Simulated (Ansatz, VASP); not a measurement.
# Two plane-wave programs on MgS

INCAR

```
SYSTEM = MgS
ALGO = Normal ; EDIFF = 1E-7
ENCUT = 520 ; GGA = PE
ISIF = 2 ; ISMEAR = 0
LASPH = .TRUE. ; LCHARG = .FALSE.
LREAL = .FALSE. ; LWAVE = .FALSE.
NBANDS = 11 ; NELM = 60
PREC = Accurate ; SIGMA = 0.05
```

File KPOINTS:

```
k-points
0
G
  8 8 8
  0 0 0
```

The input POSCAR:

```
MgS
1.0
    1.3766206490      3.4415516224      3.4415516224
    3.4415516224      1.3766206490      3.4415516224
    3.4415516224      3.4415516224      1.3766206490
Mg S
1 1
Direct
    0.0000000000      0.0000000000      0.0000000000
    0.5000000000      0.5000000000      0.5000000000
```

Input for Ansatz:

```yaml
crystal:
  lattice:
    - [1.376620649, 3.4415516224, 3.4415516224]
    - [3.4415516224, 1.376620649, 3.4415516224]
    - [3.4415516224, 3.4415516224, 1.376620649]
  atoms:
    - { symbol: Mg, position: [0.0, 0.0, 0.0] }
    - { symbol: S, position: [0.5, 0.5, 0.5] }
basis:
  ecutwfc: 420
kpoints:
  mp_grid: { grid: [8, 8, 8] }
hamiltonian:
  xc: pbe
scf:
  occupations: { method: gaussian, width: 0.05 }
output:
  forces: true
  stress: true
  eigenvalues: true
```

Alike in both runs: task single point; functional PBE; k mesh 8 × 8 × 8; occupations gaussian, width 0.05 eV; no spin polarisation.

|  | VASP | Ansatz |
| --- | --- | --- |
| version | VASP 6.6.1 | Ansatz 0.2.0 |
| potentials or method | VASP PAW PBE potentials, release 64 (Mg, S), cutoff 520 eV | scalar-relativistic, plane waves, PAW |
| valence electrons in the cell | 8 | 16 |

|  | VASP | Ansatz | Ansatz less VASP |
| --- | --- | --- | --- |
| gap on the k mesh at the Fermi level (eV) | none | none | - |
| pressure (GPa) | 3.8 | 4.0 | +0.16 |
| traceless stress, the component that is largest in VASP (GPa) | -7.71 | -7.68 | +0.029 |

A gap of «none» marks a metal or a gap that the smearing closes. VASP's potentials hold 8 valence electrons a cell and Ansatz's 16, so a difference there can come from the potentials and not from the codes.
